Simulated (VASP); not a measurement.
A run of VASP 6.6.1 is set up as follows.

INCAR

```
PREC = Accurate
ENCUT = 520
EDIFF = 1E-6
ISMEAR = 0
SIGMA = 0.05
LREAL = False
LASPH = True
NELM = 100
ALGO = Normal
ISIF = 2
LWAVE = False
LCHARG = False
GGA = CA
NBANDS = 14
```

Contents of KPOINTS:

```
regular mesh
0
Gamma
  8 8 8
```

Contents of POSCAR:

```
NaI
1.0
    0.0000000000      3.7361508850      2.4284980752
    3.7361508850      0.0000000000      2.4284980752
    3.7361508850      3.7361508850      0.0000000000
Na I
1 1
Direct
    0.0000000000      0.0000000000      0.0000000000
    0.5000000000      0.5000000000      0.5000000000
```

Potentials or basis: VASP PAW LDA potentials, release 64 (Na_pv, I).

Run with:

```sh
$ cat potpaw_LDA.64/Na_pv/POTCAR potpaw_LDA.64/I/POTCAR > POTCAR
$ mpirun -np 1 vasp_std > vasp.out
```

Q: Predict the band gap on the k mesh.

A: 3.42 eV (least direct gap 3.46 eV).

Q: What does it give for the pressure?

A: 8.9 GPa.

Stress tensor (GPa, compression positive):
```
-1.70  0.00  0.00
 0.00 -1.70  0.00
 0.00  0.00 30.22
```

Caveat: the cell stands under pressure; spin-orbit coupling is left out, which moves the levels of the heavy elements. A k mesh can miss the band edges.
